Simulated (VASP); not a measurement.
Input of a VASP 6.6.1 run:

Contents of INCAR:

```
  PREC = Accurate
  ENCUT = 520
  EDIFF = 1E-6
  ISMEAR = 0
  SIGMA = 0.05
  LREAL = F
  LASPH = T
  NELM = 80
  ALGO = Normal
  ISIF = 2
  LWAVE = F
  LCHARG = F
  GGA = PE
  NBANDS = 26
```

The input KPOINTS:

```
regular mesh
0
Gamma
  6 6 6
```

The input POSCAR:

```
MgO
1.0
    4.2703000000      0.0000000000      0.0000000000
    0.0000000000     -4.2703000000      0.0000000000
    0.0000000000      0.0000000000     -4.2703000000
Mg O
4 4
Direct
    0.0099352286      0.4900647714      0.5000000000
    0.5000000000      0.0000000000      0.5000000000
    0.5000000000      0.5000000000      0.0000000000
    0.0000000000      0.0000000000      0.0000000000
    0.5000000000      0.0000000000      0.0000000000
    0.0000000000      0.5000000000      0.0000000000
    0.0000000000      0.0000000000      0.5000000000
    0.5000000000      0.5000000000      0.5000000000
```

Potentials or basis: VASP PAW PBE potentials, release 64 (Mg, O).

The run is started by

```bash
$ cat potpaw_PBE.64/Mg/POTCAR potpaw_PBE.64/O/POTCAR > POTCAR
$ mpirun -np 1 vasp_std > vasp.out
```

Task: Predict the band gap on the k mesh.

Result: 4.33 eV.

Task: What does it give for the pressure?

Result: -2.4 GPa.

Task: Estimate the largest force.

Result: 0.517 eV/Å.

Forces on the atoms (eV/Å):
```
Mg  -0.366 -0.366  0.000
Mg   0.102  0.102  0.000
Mg   0.101 -0.030  0.000
Mg  -0.030  0.101  0.000
O   -0.011 -0.011  0.000
O    0.061  0.061  0.000
O    0.060  0.083  0.000
O    0.083  0.060  0.000
```

Caveat: the cell differs from its parent crystal (atom 1 (Mg) moved +0.060 Å along Cartesian [1 1 0]).
